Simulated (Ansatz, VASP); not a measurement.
# ZrN in VASP and in Ansatz

INCAR

```
SYSTEM = ZrN
  ALGO = Normal
  EDIFF = 1E-6
  ENCUT = 600
  GGA = PS
  GGA_COMPAT = .FALSE.
  ISIF = 2
  ISMEAR = 0
  IVDW = 12
  LASPH = .TRUE.
  LCHARG = .TRUE.
  LELF = .TRUE.
  LREAL = .FALSE.
  LVHAR = .TRUE.
  LWAVE = .FALSE.
  NBANDS = 16
  NELM = 120
  PREC = Accurate
  SIGMA = 0.05
```

Contents of KPOINTS:

```
k-points
0
G
  8 8 8
  0 0 0
```

Contents of POSCAR:

```
ZrN
1.0
    0.0000000000      2.2296912964      2.2296912964
    2.2296912964      0.0000000000      2.2296912964
    2.2296912964      2.2296912964      0.0000000000
Zr N
1 1
Direct
    0.5000000000      0.5000000000      0.5000000000
    0.0000000000      0.0000000000      0.0000000000
```

Input for Ansatz:

```yaml
crystal:
  lattice:
    - [0.0, 2.2296912964, 2.2296912964]
    - [2.2296912964, 0.0, 2.2296912964]
    - [2.2296912964, 2.2296912964, 0.0]
  atoms:
    - { symbol: Zr, position: [0.5, 0.5, 0.5] }
    - { symbol: "N", position: [0.0, 0.0, 0.0] }
basis:
  ecutwfc: 420
  ecutrho_ratio: 4
kpoints:
  mp_grid: { grid: [8, 8, 8] }
hamiltonian:
  xc: pbesol
  dispersion: d3bj
scf:
  occupations: { method: gaussian, width: 0.05 }
output:
  forces: true
  stress: true
  eigenvalues: true
```

Alike in both runs: task single point; functional PBEsol; dispersion D3(BJ); k mesh 8 × 8 × 8; occupations gaussian, width 0.05 eV; no spin polarisation.

|  | VASP | Ansatz |
| --- | --- | --- |
| version | VASP 6.6.1 | Ansatz 0.2.0 |
| potentials or method | VASP PAW PBE potentials, release 64 (Zr_sv, N), cutoff 600 eV | scalar-relativistic, plane waves, PAW |
| valence electrons in the cell | 17 | 17 |

|  | VASP | Ansatz | Ansatz less VASP |
| --- | --- | --- | --- |
| gap on the k mesh at the Fermi level (eV) | none | none | - |
| pressure (GPa) | 13.0 | 12.6 | -0.37 |

VASP's potentials were made for PBE, not for PBEsol. A gap of «none» marks a metal or a gap that the smearing closes.
